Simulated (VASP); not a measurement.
# Si4C11 in VASP: notebook, part 2 of 3

VASP 6.6.1. The steps go on from the part before.

## 3. Single point, PBE

INCAR

```
ALGO     = Normal         # electronic algorithm
EDIFF    = 1E-7           # SCF threshold, eV
ENCUT    = 520            # plane-wave cutoff, eV
GGA      = PE             # functional
ISIF     = 2              # what is computed and relaxed
ISMEAR   = -1             # smearing method
ISYM     = 0            
LASPH    = T              # aspherical terms in the spheres
LCHARG   = F              # write CHGCAR
LREAL    = Auto         
LWAVE    = F              # write WAVECAR
NBANDS   = 43             # bands
NELM     = 80             # most SCF steps
PREC     = Accurate       # precision mode
SIGMA    = 0.3447         # smearing width, eV
```

KPOINTS

```
Automatic mesh
0
Gamma
  1 1 1
  0.25 0.25 0.25
```

POSCAR

```
Si4C11
1.0
    5.5684850000      0.1677970000      0.0711490000
    0.1677970000      5.4749150000     -0.0943290000
    0.0711490000     -0.0943290000      5.5837510000
C Si
11 4
Direct
    0.0067299212     -0.0840295394      0.1620464004
    1.1286197318     -0.1722535701     -0.5983276604
    0.7007697579     -0.0904239758      0.8523940859
    0.6970206313      0.4315467333      0.3383016275
    0.7933557127      0.8432733708      0.0579751261
    0.4552995978     -0.0575765715     -0.3333961796
    0.1435232475      0.0825781295      0.0840993764
    0.1555488131      0.3587763212      0.0318511461
   -0.3726630302      0.6888427024      0.2029228104
    0.5443197355      1.3829561236     -0.4008794333
    0.5649078553      0.1443721429     -0.3397676847
    0.7983963212      0.5403149879     -0.1852755840
    0.3096266562      0.7347269318      0.1583386204
    1.2549211283     -0.4713105874      0.8031739525
    1.0463717134      1.0786737936      0.6017594479
```

Potentials or basis: VASP PAW PBE potentials, release 64 (C, Si).

Run with:

```
$ cat potpaw_PBE.64/C/POTCAR potpaw_PBE.64/Si/POTCAR > POTCAR
$ mpirun -np 1 vasp_std > vasp.out
```

OUTCAR:

```text
EDIFF = 1E-7
   ENCUT = 520
   GGA = PE
   ISIF = 2
   ISMEAR = -1
   ISYM = 0
   LASPH = T
   LREAL = Auto
   NELM = 80
   PREC = Accurate

 ion  position               nearest neighbor table
   1  0.007  0.916  0.162-   7 1.30   5 1.41   2 1.59  13 1.90  15 2.60
   2  0.129  0.828  0.402-   1 1.59  13 1.72  15 1.77
   3  0.701  0.910  0.852-   5 1.32   6 1.74  11 1.84  12 2.07  15 2.59
   4  0.697  0.432  0.338-   9 1.65  10 1.71
   5  0.793  0.843  0.058-   3 1.32   1 1.41   9 1.53  12 2.11
   6  0.455  0.942  0.667-  11 1.30   3 1.74  15 2.39
   7  0.144  0.083  0.084-   1 1.30   8 1.56  13 2.13
   8  0.156  0.359  0.032-   7 1.56  14 1.71  13 2.37  12 2.53
   9  0.627  0.689  0.203-   5 1.53   4 1.65  13 1.80  12 2.44
  10  0.544  0.383  0.599-  11 1.36   4 1.71  14 2.06  12 2.09
  11  0.565  0.144  0.660-   6 1.30  10 1.36   3 1.84
  12  0.798  0.540  0.815-   3 2.07  10 2.09   5 2.11   9 2.44   8 2.53  14 2.54  15 3.00  14 3.03

  13  0.310  0.735  0.158-   2 1.72   9 1.80   1 1.90   7 2.13  14 2.29   8 2.37
  14  0.255  0.529  0.803-   8 1.71  10 2.06  13 2.29  12 2.54  15 2.99  12 3.03
  15  0.046  0.079  0.602-   2 1.77   6 2.39   3 2.59   1 2.60  14 2.99  12 3.00

IMPORTANT INFORMATION: All symmetrisations will be switched off!
NOSYMM: (Re-)initialisation of all symmetry stuff for point group C_1.

----------------------------------------------------------------------------------------

                                     Primitive cell

  volume of cell :     169.9950

  direct lattice vectors                    reciprocal lattice vectors
     5.568485000  0.167797000  0.071149000     0.179779798 -0.005551035 -0.002384558
     0.167797000  5.474915000 -0.094329000    -0.005551035  0.182875815  0.003160142
     0.071149000 -0.094329000  5.583751000    -0.002384558  0.003160142  0.179174851

  length of vectors
     5.571466881  5.478297915  5.585000928     0.179881282  0.182987333  0.179218581

  position of ions in fractional coordinates (direct lattice)
     0.006729921  0.915970461  0.162046400
     0.128619732  0.827746430  0.401672340
     0.700769758  0.909576024  0.852394086
     0.697020631  0.431546733  0.338301628
     0.793355713  0.843273371  0.057975126
     0.455299598  0.942423428  0.666603820
     0.143523247  0.082578129  0.084099376
     0.155548813  0.358776321  0.031851146
     0.627336970  0.688842702  0.202922810
     0.544319735  0.382956124  0.599120567
     0.564907855  0.144372143  0.660232315
     0.798396321  0.540314988  0.814724416
     0.309626656  0.734726932  0.158338620
     0.254921128  0.528689413  0.803173953
     0.046371713  0.078673794  0.601759448

  ion indices of the primitive-cell ions
   primitive index   ion index
                 1           1
                 2           2
                 3           3
                 4           4
                 5           5
                 6           6
                 7           7
                 8           8
                 9           9
                10          10
                11          11
                12          12
                13          13
                14          14
                15          15

----------------------------------------------------------------------------------------

 KPOINTS: Automatic mesh

Automatic generation of k-mesh.
 Grid dimensions read from file:
 generate k-points for:    1    1    1

 Generating k-lattice:

  Cartesian coordinates                     Fractional coordinates (reciprocal lattice)
     0.179779798 -0.005551035 -0.002384558     1.000000000  0.000000000  0.000000000
    -0.005551035  0.182875815  0.003160142    -0.000000000  1.000000000  0.000000000
    -0.002384558  0.003160142  0.179174851     0.000000000  0.000000000  1.000000000

  Length of vectors
     0.179881282  0.182987333  0.179218581

  Shift w.r.t. Gamma in fractional coordinates (k-lattice)
     0.250000000  0.250000000  0.250000000

 Subroutine IBZKPT returns following result:
 ===========================================

 Found      1 irreducible k-points:

 Following reciprocal coordinates:
            Coordinates               Weight
  0.250000  0.250000  0.250000      2.000000
   k-points           NKPTS =      1   k-points in BZ     NKDIM =      1   number of bands    NBANDS=     43
   number of dos      NEDOS =    301   number of ions     NIONS =     15
   total plane-waves  NPLWV =  74088
   dimension x,y,z NGX =    42 NGY =   42 NGZ =   42
   dimension x,y,z NGXF=    84 NGYF=   84 NGZF=   84
   ions per type =              11   4
   NGX,Y,Z   is equivalent  to a cutoff of  12.53, 12.75, 12.50 a.u.
   NGXF,Y,Z  is equivalent  to a cutoff of  25.06, 25.49, 25.00 a.u.
 SYSTEM =  unknown system
   PREC   = accura    normal or accurate (medium, high low for compatibility)
   ISTART =      0    job   : 0-new  1-cont  2-samecut
   ICHARG =      2    charge: 1-file 2-atom 10-const
   ISPIN  =      1    spin polarized calculation?
   LNONCOLLINEAR =      F non collinear calculations
   LSORBIT =      F    spin-orbit coupling
   LASPH  =      T    aspherical Exc in radial PAW
   ENCUT  =  520.0 eV  38.22 Ry    6.18 a.u.  10.36 10.19 10.38*2*pi/ulx,y,z
   NELM   =     80;   NELMIN=  2; NELMDL= -5     # of ELM steps
   EDIFF  = 0.1E-06   stopping-criterion for ELM
   LREAL  =      T    real-space projection
   EDIFFG = 0.1E-05   stopping-criterion for IOM
   NSW    =      0    number of steps for IOM
   IBRION =     -1    ionic relax: 0-MD 1-quasi-New 2-CG
   NFREE  =      0    steps in history (QN), initial steepest desc. (CG)
   ISIF   =      2    stress and relaxation
   ISYM   =      0    0-nonsym 1-usesym 2-fastsym
   POTIM  = 0.5000    time-step for ionic-motion
   TEBEG  =    0.0;   TEEND  =   0.0 temperature during run
   PSTRESS=    0.0 pullay stress
   NELECT =      60.0000    total number of electrons
   NUPDOWN=      -1.0000    fix difference up-down
   EMIN   =  10.00;   EMAX   =-10.00  energy-range for DOS
   EFERMI =   0.00;   METHOD = LEGACY
   ISMEAR =    -1;   SIGMA  =   0.34  broadening in eV -4-tet -1-fermi 0-gaus
   EFERMI_NEDOS =   21; number of points for ismear=-14 and -15
   IALGO  =     38    algorithm
   IMIX   =      4    mixing-type and parameters
     AMIX     =   0.40;   BMIX     =  1.00
     AMIX_MAG =   1.60;   BMIX_MAG =  1.00
  volume/ion in A,a.u.               =      11.33        76.48
  Fermi-wavevector in a.u.,A,eV,Ry     =   1.156946  2.186312 18.211735  1.338525
  Thomas-Fermi vector in A             =   2.293562
   LORBIT       =      0    0 simple, 1 ext, 2 COOP (PROOUT), +10 PAW based schemes
   GGA     = PE    functional components
   LHFCALC =     F    Hartree Fock is set to
   AEXX    =    0.0000 exact exchange contribution
   IVDW    =     0    specifies the selected vdW correction
   LEPSILON=     F    determine dielectric tensor
   LRPA    =     F    only Hartree local field effects (RPA)
 non-spin polarized calculation
  energy-cutoff  :      520.00
  volume of cell :      169.99
 maximum number of plane-waves:      4584
 NGX is ok and might be reduce to    42
   NGX = 21   NGY = 21   NGZ = 21

 number of electron      59.9999999 magnetization

 Free energy of the ion-electron system (eV)
  ---------------------------------------------------
  ext. energy  EPLUGINS =         0.00000000
  ---------------------------------------------------
  free energy    TOTEN  =       -99.45185868 eV

  energy without entropy =      -98.01755999  energy(sigma->0) =      -98.73470933

 E-fermi :   5.5309     XC(G=0): -10.3352

 val. band max:        5.0104829089   @ k =   0.2500   0.2500   0.2500
 cond. band min:       5.9279931253   @ k =   0.2500   0.2500   0.2500
 fundamental gap:      0.9175102164
 Fermi energy:         5.5308916892

 k-point     1 :       0.2500    0.2500    0.2500
  band No.  band energies     occupation
      1     -13.0284      2.00000
      2     -11.8577      2.00000
      3     -10.8690      2.00000
      4      -9.0316      2.00000
      5      -8.0127      2.00000
      6      -7.0970      2.00000
[... 34 lines left out ...]
     41      10.1792      0.00000
     42      10.9339      0.00000
 [bands above 42 left out]

------------------------ aborting loop because EDIFF is reached ----------------------------------------

  FORCE on cell =-STRESS in cart. coord.  units (eV):
  Direction    XX          YY          ZZ          XY          YZ          ZX
  --------------------------------------------------------------------------------------
  -------------------------------------------------------------------------------------
  Total        7.5822145     -0.0255164      1.0726087      3.2352326      5.1042488     -2.1553528
  in kB       71.4612383     -0.2404883     10.1091765     30.4915834     48.1067816    -20.3138783
  external PRESSURE =      27.1099755 kB  Pullay stress =       0.0000000 kB

 VOLUME and BASIS-vectors are now :
 -----------------------------------------------------------------------------
  energy-cutoff  :      520.00
  volume of cell :      169.99
      direct lattice vectors                 reciprocal lattice vectors
     5.568485000  0.167797000  0.071149000     0.179779798 -0.005551035 -0.002384558
     0.167797000  5.474915000 -0.094329000    -0.005551035  0.182875815  0.003160142
     0.071149000 -0.094329000  5.583751000    -0.002384558  0.003160142  0.179174851

 POSITION                                       TOTAL-FORCE (eV/Angst)
 -----------------------------------------------------------------------------------
      0.20270      5.00070      0.81890        -4.216418     -1.307468      1.438215
      0.88369      4.51553      2.17391        -1.964393     -0.305769      0.053732
      4.11550      5.01703      4.72362        -1.653940      1.748281     -8.022902
      3.97783      2.44773      1.89788        -1.160406      3.510947      0.433157
      4.56341      4.74450      0.30062        -1.644128     -2.005815      6.352660
      2.74089      5.17321      3.66565        -0.202133     -2.144184      2.639133
      0.81905      0.46826      0.47201         3.532616      8.305356     -2.222499
      0.92864      1.98737      0.15507        -1.715225     -7.047704      2.413707
      3.62334      3.85748      1.11273         3.184632     -3.615899      1.309165
      3.13792      2.13147      3.34794         1.018628      3.240971     -1.591549
      3.21688      0.82294      3.71315         1.019420     -1.115589      0.760358
      4.59449      3.01530      4.55506         1.013440      0.438270     -0.130561
      1.85870      4.05959      0.83685         1.704259     -0.913194     -1.144902
      1.56538      2.86154      4.45299         1.001296      1.354788     -3.771753
      0.31424      0.38175      3.35595         0.082352     -0.142991      1.484041
 -----------------------------------------------------------------------------------
    total drift:                                0.007479     -0.017099      0.002915

  FREE ENERGIE OF THE ION-ELECTRON SYSTEM (eV)
  ---------------------------------------------------
  free  energy   TOTEN  =       -99.4518586775 eV

  energy  without entropy=      -98.0175599924  energy(sigma->0) =      -98.73470933
```

It took 11 s on 1 thread of Intel Xeon 6975P-C (Granite Rapids), shared host; peak memory 0.24 GiB.

What came out:

* Free energy: -99.4519 eV
* Pressure: 2.7 GPa
* Largest force: 9.295 eV/Å
* Band gap on the k mesh: 0.92 eV

Forces in eV/Å, atoms in the order of the input:
```
C   -4.216 -1.307  1.438
C   -1.964 -0.306  0.054
C   -1.654  1.748 -8.023
C   -1.160  3.511  0.433
C   -1.644 -2.006  6.353
C   -0.202 -2.144  2.639
C    3.533  8.305 -2.222
C   -1.715 -7.048  2.414
C    3.185 -3.616  1.309
C    1.019  3.241 -1.592
C    1.019 -1.116  0.760
Si   1.013  0.438 -0.131
Si   1.704 -0.913 -1.145
Si   1.001  1.355 -3.772
Si   0.082 -0.143  1.484
```

Levels at points of the mesh, in eV from the valence-band top:
```
           k point  band 26  band 27  band 28  band 29  band 30  band 31  band 32  band 33  band 34  band 35
(0.25, 0.25, 0.25)    -1.46    -1.17    -0.56    -0.19     0.00     0.92     1.41     1.73     2.22     2.71
```

Caveat: the k points lie up to 1.15 Å⁻¹ apart.

## 4. Single point, PBE

INCAR

```
SYSTEM = Si4C11
PREC = Accurate
ENCUT = 520
EDIFF = 1E-7
ISMEAR = -1
SIGMA = 0.3447
LREAL = Auto
LASPH = .TRUE.
NELM = 100
ALGO = Normal
ISIF = 2
LWAVE = .FALSE.
LCHARG = .FALSE.
GGA = PE
ISYM = 0
NBANDS = 43
```

KPOINTS is that of step 3.

POSCAR

```
Si4C11
1.0
    5.5684850000      0.1677970000      0.0711490000
    0.1677970000      5.4749150000     -0.0943290000
    0.0711490000     -0.0943290000      5.5837510000
C Si
11 4
Direct
    0.0722915316     -0.1027410564     -0.1186617977
    1.3816163224      0.1138401562     -1.2237249103
    0.6089585621     -0.3456622398      0.5641747338
    0.7617300707      0.5244405815      0.0789325353
    0.8196016424      0.8056842460     -0.0545594616
    0.4832605460     -0.1057543969     -0.6012007360
    0.3283135190     -0.0677354759     -0.0525389829
    0.4905354484      0.5323913237     -0.2782323505
   -0.4238684451      0.3783625993      0.0765853244
    0.5120401452      1.3324550035     -0.1555864501
    0.3268474709      0.0513308948     -0.4882346793
    1.0172557291      0.2037885643     -0.3207547321
    0.3371232883      0.6309967635      0.2062665955
    0.8956963267     -0.4581561266      0.3721157503
    1.1707681733      1.2596269751      0.1891995843
```

Run with:

```
$ cat potpaw_PBE.64/C/POTCAR potpaw_PBE.64/Si/POTCAR > POTCAR
$ mpirun -np 1 vasp_std > vasp.out
```

It took 10 s on 1 thread of Intel Xeon 6975P-C (Granite Rapids), shared host; peak memory 0.24 GiB.

Results (log left out):

```
Free energy            : -102.2295 eV
Pressure               : 0.7 GPa
Largest force          : 7.024 eV/Å
Band gap on the k mesh : 0.65 eV
```

Forces on the atoms (eV/Å):
```
C   -6.691 -1.820  1.119
C    2.345  2.124 -0.726
C    0.115  2.276 -2.197
C    2.930  4.142 -0.609
C    5.410 -1.674  0.395
C   -0.003 -5.344  0.935
C   -3.585 -0.085  0.704
C    0.876  1.704 -3.452
C    0.097  0.276  1.867
C   -3.511 -4.573 -2.813
C   -0.158  2.383  1.248
Si  -0.091 -0.876 -0.113
Si   1.195  3.661  0.433
Si   0.434  0.927  2.711
Si   0.637 -3.121  0.500
```

Stress tensor (GPa, compression positive):
```
 0.25 -1.63  5.18
-1.63 -7.28  4.63
 5.18  4.63  9.09
```

Levels at points of the mesh, in eV from the valence-band top:
| k point | band 27 | band 28 | band 29 | band 30 | band 31 | band 32 | band 33 | band 34 |
| --- | --- | --- | --- | --- | --- | --- | --- | --- |
| (0.25, 0.25, 0.25) | -1.14 | -0.69 | -0.44 | 0.00 | 0.65 | 1.25 | 1.59 | 2.33 |

Caveat: the k points lie up to 1.15 Å⁻¹ apart.

## 5. Single point, PBE

INCAR

```
PREC = Accurate
ENCUT = 520
EDIFF = 1E-6
ISMEAR = -1
SIGMA = 0.2482
LREAL = Auto
LASPH = T
NELM = 100
ALGO = Normal
ISIF = 2
LWAVE = F
LCHARG = F
GGA = PE
NBANDS = 43
ISYM = 0
```

KPOINTS is that of step 4.

POSCAR

```
Si4C11
1.0
    5.5684850000      0.1677970000      0.0711490000
    0.1677970000      5.4749150000     -0.0943290000
    0.0711490000     -0.0943290000      5.5837510000
C Si
11 4
Direct
    0.0240877407      0.8185711796      0.8536450107
    0.3523507428      0.3186890262      0.6558505589
    0.6982398912      0.8680992952      0.4745137934
    0.6889001553      0.6226631934      0.0061533258
    0.8307056762      0.6556657790      0.7928031567
    0.5093502815      1.0123412704      0.3576827435
    0.1312421810      0.9775662805      1.0464686014
    0.7117906835      0.5957682300      0.5153850926
    0.4848496138      0.5745561727     -0.0845072167
    0.4495875676      0.5544796791      0.6256777582
    0.3483587507      0.1344425607      0.5043003271
    0.1260783561      0.2293962777      0.8546649685
    0.3726014978      0.8205978870      0.1403714016
    0.9264018510      0.4884258431      0.2230642369
   -0.0288240572     -0.0241478023      0.5806723768
```

Run with:

```
$ cat potpaw_PBE.64/C/POTCAR potpaw_PBE.64/Si/POTCAR > POTCAR
$ mpirun -np 1 vasp_std > vasp.out
```

It took 10 s on 1 thread of Intel Xeon 6975P-C (Granite Rapids), shared host; peak memory 0.24 GiB.

Results (log left out):

```yaml
Free_energy: -103.7837 eV
Pressure: 13.0 GPa
Largest_force: 6.571 eV/Å
Band_gap_on_the_k_mesh: 0.42 eV
```

Forces on the atoms (eV/Å):
```
C   -1.439 -1.248 -0.275
C    0.663  4.072 -0.996
C    0.420  0.936 -0.902
C    4.518 -1.200  0.299
C    4.032  0.944  0.072
C    2.084 -3.639 -0.977
C   -3.366 -0.876 -2.940
C   -1.509  0.954  3.392
C   -6.225  0.802 -1.947
C    2.547 -2.245  3.410
C   -0.997 -0.456 -1.104
Si  -2.063  2.212  1.276
Si   1.006 -3.263  1.113
Si  -0.676  0.779  1.202
Si   1.006  2.226 -1.624
```

Stress tensor (GPa, compression positive):
```
17.68 -1.84  0.74
-1.84 15.52 -2.45
 0.74 -2.45  5.90
```

Levels at points of the mesh, in eV from the valence-band top:
```csv
k point,band 26,band 27,band 28,band 29,band 30,band 31,band 32,band 33,band 34,band 35
"(0.25, 0.25, 0.25)",-2.10,-1.71,-1.17,-0.49,0.00,0.42,0.99,1.80,2.22,2.60
```

Caveat: the k points lie up to 1.15 Å⁻¹ apart.

(Part 2 of 3 ends here.)
